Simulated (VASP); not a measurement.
Wanted: the native input for a VASP 6.6.1 run.

| Property | Result |
| --- | --- |
| Task | single point |
| Functional | PBE |
| Potentials or basis | VASP PAW PBE potentials, release 64 (Zn, N) |
| Cutoff | 520 eV |
| k mesh | 10 × 10 × 10 |
| Occupations | gaussian, width 0.1 eV |
| Spin | no spin polarisation |
| Dipole correction | no |
| Further INCAR settings | ALGO = Normal; EDIFF = 1e-06; NBANDS = 37 |

The structure of Zn3N4 lies in POSCAR:

```
Zn3N4
1.0
    4.2050982842      0.0000000000      0.0000000000
    0.0000000000      4.2050982842      0.0000000000
    0.0000000000      0.0000000000      4.2050982842
Zn N
3 4
Direct
    0.5000000000      0.5000000000      0.0000000000
    0.0000000000      0.5000000000      0.5000000000
    0.5000000000      0.0000000000      0.5000000000
    0.5000000000      0.5000000000      0.5000000000
    0.5000000000      0.0000000000      0.0000000000
    0.0000000000      0.5000000000      0.0000000000
    0.0000000000      0.0000000000      0.5000000000
```

The input as run:

INCAR

```
SYSTEM = Zn3N4
ALGO     = Normal         ! electronic algorithm
EDIFF    = 1E-6           ! SCF threshold, eV
ENCUT    = 520            ! plane-wave cutoff, eV
GGA      = PE             ! functional
ISIF     = 2              ! what is computed and relaxed
ISMEAR   = 0              ! smearing method
LASPH    = .True.         ! aspherical terms in the spheres
LCHARG   = .False.        ! write CHGCAR
LREAL    = .False.        ! projectors in reciprocal space
LWAVE    = .False.        ! write WAVECAR
NBANDS   = 37             ! bands
NELM     = 60             ! most SCF steps
PREC     = Accurate       ! precision mode
SIGMA    = 0.1            ! smearing width, eV
```

KPOINTS

```
k-points
0
Gamma
  10 10 10
  0 0 0
```

Potentials or basis: VASP PAW PBE potentials, release 64 (Zn, N).

Command:

```bash
$ cat potpaw_PBE.64/Zn/POTCAR potpaw_PBE.64/N/POTCAR > POTCAR
$ mpirun -np 1 vasp_std > vasp.out
```

It gave:

The pressure is 0.9 GPa and the band gap on the k mesh is zero (band 28 reaches 3.47 eV, above the bottom of band 29 at 1.46 eV).

Run time: 54 s on 1 thread of Intel(R) Xeon(R) 6975P-C (Granite Rapids), with other jobs on the host, peak memory 0.24 GiB.
